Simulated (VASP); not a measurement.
**C62N (a cell with a defect): single point with PBE+D3(BJ)**

The system is C62N (a cell with a defect).

```
CELL_PARAMETERS angstrom
7.14000 0.00000 0.00000
0.00000 7.14000 0.00000
0.00000 0.00000 7.14000
ATOMIC_POSITIONS crystal
C 0.49983 0.00140 0.99919
C 0.62705 0.12613 0.12473
C 0.75333 0.25240 0.99897
C 0.88194 0.37554 0.12484
C 0.75141 0.00093 0.25046
C 0.87611 0.12533 0.37504
C 0.00049 0.99903 0.99962
C 0.12605 0.12388 0.12517
C 0.25239 0.24883 0.00047
C 0.37733 0.37517 0.12518
C 0.50217 0.50073 0.99964
C 0.62863 0.62654 0.12202
C 0.74221 0.75892 0.00560
C 0.87469 0.87254 0.12196
C 0.25076 0.99939 0.24989
C 0.37615 0.12508 0.37528
C 0.50184 0.25046 0.24990
C 0.62705 0.37563 0.37424
C 0.75331 0.50139 0.24798
C 0.87596 0.62527 0.37511
C 0.50106 0.00018 0.50019
C 0.62619 0.12541 0.62532
C 0.75141 0.24992 0.49945
C 0.87473 0.37839 0.62779
C 0.75098 0.00018 0.75011
C 0.87596 0.12524 0.87508
C 0.12572 0.61930 0.12485
C 0.24884 0.74791 0.99897
C 0.37510 0.87418 0.12472
C 0.00134 0.24882 0.25152
C 0.12606 0.37516 0.37646
C 0.25242 0.49988 0.25154
C 0.37591 0.62512 0.37505
C 0.50028 0.74981 0.25048
C 0.62618 0.87505 0.37495
C 0.00006 0.00141 0.49896
C 0.12560 0.12613 0.62618
C 0.25077 0.25046 0.50098
C 0.37512 0.37563 0.62618
C 0.49984 0.50117 0.49897
C 0.62662 0.62444 0.62574
C 0.75098 0.75027 0.50015
C 0.87682 0.87459 0.62574
C 0.25133 0.00093 0.75053
C 0.37591 0.12533 0.87525
C 0.50033 0.24992 0.75054
C 0.62869 0.37842 0.87386
C 0.74233 0.49489 0.74142
C 0.99984 0.74791 0.24797
C 0.12560 0.87418 0.37423
C 0.00052 0.50072 0.50129
C 0.12289 0.62653 0.62775
C 0.25134 0.74981 0.49942
C 0.37582 0.87505 0.62531
C 0.99984 0.25240 0.75245
C 0.12570 0.37554 0.88106
C 0.24885 0.50139 0.75244
C 0.37599 0.62527 0.87508
C 0.50103 0.75027 0.75011
C 0.62662 0.87459 0.87595
C 0.00645 0.75891 0.74135
C 0.12283 0.87253 0.87383
N 0.01195 0.48931 0.01109
```

| Quantity | Value |
| --- | --- |
| Program | VASP 6.6.1 |
| Task | single point |
| Functional | PBE |
| Dispersion | D3(BJ) |
| Potentials or basis | VASP PAW PBE potentials, release 64 (C, N) |
| Cutoff | 520 eV |
| k mesh | 2 × 2 × 2 |
| Occupations | gaussian, width 0.02 eV |
| Spin | no spin polarisation |
| Dipole correction | no |
| Charge | -1 |
| Further INCAR settings | LREAL = Auto; ALGO = Normal; EDIFF = 1e-06; NBANDS = 164; NELECT = 254.0 |

* Largest force: 0.037 eV/Å
* Dispersion energy per atom: -0.189 eV

Forces in eV/Å, atoms in the order of the input:
```
C    0.004 -0.013  0.006
C   -0.002 -0.003 -0.002
C   -0.007 -0.001  0.003
C   -0.031  0.003 -0.002
C    0.009 -0.005 -0.002
C   -0.005 -0.006  0.005
C    0.003  0.010  0.002
C   -0.009  0.004 -0.009
C    0.003  0.000  0.003
C    0.000  0.012 -0.010
C   -0.008 -0.002 -0.001
C   -0.006 -0.017  0.004
C    0.027 -0.011 -0.017
C    0.012  0.009  0.010
C    0.005  0.004  0.002
C   -0.001 -0.006  0.007
C    0.001 -0.002  0.000
C   -0.002  0.002  0.007
C   -0.004 -0.004  0.000
C   -0.001 -0.005  0.008
C   -0.005 -0.002  0.000
C   -0.005  0.000 -0.001
C    0.008  0.000  0.002
C    0.016 -0.001 -0.004
C    0.002 -0.003 -0.001
C   -0.002 -0.009  0.005
C    0.000  0.037 -0.002
C   -0.004  0.003  0.006
C    0.003  0.009 -0.005
C    0.004  0.000  0.004
C   -0.008  0.008 -0.004
C   -0.002 -0.001 -0.003
C   -0.002 -0.005  0.005
C    0.006 -0.001 -0.001
C   -0.005  0.000  0.001
C    0.003 -0.011  0.006
C   -0.005 -0.006 -0.004
C    0.006  0.001 -0.006
C    0.006  0.003 -0.008
C    0.005 -0.008  0.010
C   -0.008  0.014 -0.008
C    0.000  0.001  0.000
C   -0.011  0.011 -0.009
C    0.002 -0.005  0.009
C   -0.002 -0.005  0.000
C    0.002  0.001  0.009
C   -0.003 -0.002  0.008
C    0.017  0.009  0.021
C    0.004  0.006 -0.003
C   -0.005  0.003  0.002
C   -0.004 -0.005 -0.014
C    0.005 -0.014 -0.006
C    0.000 -0.003  0.003
C   -0.002  0.004 -0.006
C    0.005 -0.002 -0.008
C    0.000  0.006 -0.034
C   -0.003 -0.001 -0.003
C    0.001 -0.006  0.006
C   -0.001  0.002 -0.001
C   -0.007  0.013 -0.012
C   -0.012 -0.011  0.016
C    0.008  0.011  0.012
N    0.008 -0.009  0.005
```

Levels at points of the mesh, in eV from the Fermi level:
```tsv
k point	band 125	band 126	band 127	band 128	band 129	band 130
(0.00, 0.00, 0.00)	-2.69	-1.27	0.18	0.18	2.14	2.16
(0.50, 0.00, 0.00)	-3.14	-1.64	-0.25	-0.01	1.97	2.08
(0.00, 0.50, 0.00)	-3.14	-1.64	-0.25	-0.01	1.97	2.08
(0.00, 0.00, 0.50)	-3.14	-1.64	-0.25	-0.01	1.97	2.08
(0.50, 0.50, 0.00)	-2.99	-1.64	-0.26	0.06	3.25	3.44
(0.00, 0.50, 0.50)	-2.99	-1.64	-0.26	0.06	3.25	3.44
(0.50, 0.00, 0.50)	-2.99	-1.64	-0.26	0.06	3.25	3.44
(0.50, 0.50, 0.50)	-3.91	-1.49	0.09	0.09	3.16	3.65
```

Wall time 16 min on 1 thread of Intel(R) Xeon(R) Platinum 8259CL CPU @ 2.50GHz (Skylake/Cascade Lake) (shared host), peak memory 0.6 GiB.

Caveat: the k points lie up to 0.44 Å⁻¹ apart; the cell carries a net charge on a neutralising background, which shifts energy and pressure; the cell is charged against a uniform background, so pressure and absolute levels hang on convention.
